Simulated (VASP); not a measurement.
CaS, 4 atoms in the cell. It takes space group I4/mmm (No. 139, tetragonal). The conventional cell has a = 3.990 Å, b = 3.990 Å, c = 5.740 Å, α = 90.00°, β = 90.00°, γ = 90.00°. Ca (site symmetry 4/mmm) has 6 S at 2.82 to 2.87 Å within 3.7 Å. Within 3.7 Å of S (site symmetry 4/mmm) lie 6 Ca at 2.82 to 2.87 Å. 

| Property | Result |
| --- | --- |
| Program | VASP 6.6.1 |
| Task | G0W0 quasiparticle levels |
| Functional | PBE |
| Potentials or basis | VASP PAW PBE potentials, release 64 (Ca_sv_GW, S_GW) |
| Cutoff | 500 eV |
| k mesh | 4 × 4 × 2 |
| Occupations | gaussian, width 0.01 eV |
| Spin | no spin polarisation |
| Dipole correction | no |
| GW scheme | G0W0 |
| GW iterations | 1 |
| Cutoff of the response function | 150 |
| Frequency points | 96 |
| Empty bands | 381 |
| Further INCAR settings | ALGO = EVGW0; EDIFF = 1e-08; NBANDS = 397 |

Potentials or basis: VASP PAW PBE potentials, release 64 (Ca_sv_GW, S_GW).

Command:

```console
$ cat potpaw_PBE.64/Ca_sv_GW/POTCAR potpaw_PBE.64/S_GW/POTCAR > POTCAR
$ cp INCAR.step1 INCAR
$ mpirun -np 1 vasp_std > vasp.out
$ cp INCAR.step2 INCAR
$ mpirun -np 1 vasp_std > vasp.out
$ cp INCAR.step3 INCAR
$ mpirun -np 1 vasp_std > vasp.out
```

Hardware: 1 thread of Intel Xeon 8259CL, on a shared host.

How long does it take, and how much memory?

Wall time 40 min on 1 thread of Intel Xeon 8259CL, with other jobs on the host, peak memory 1.7 GiB. Counts: k points 12.
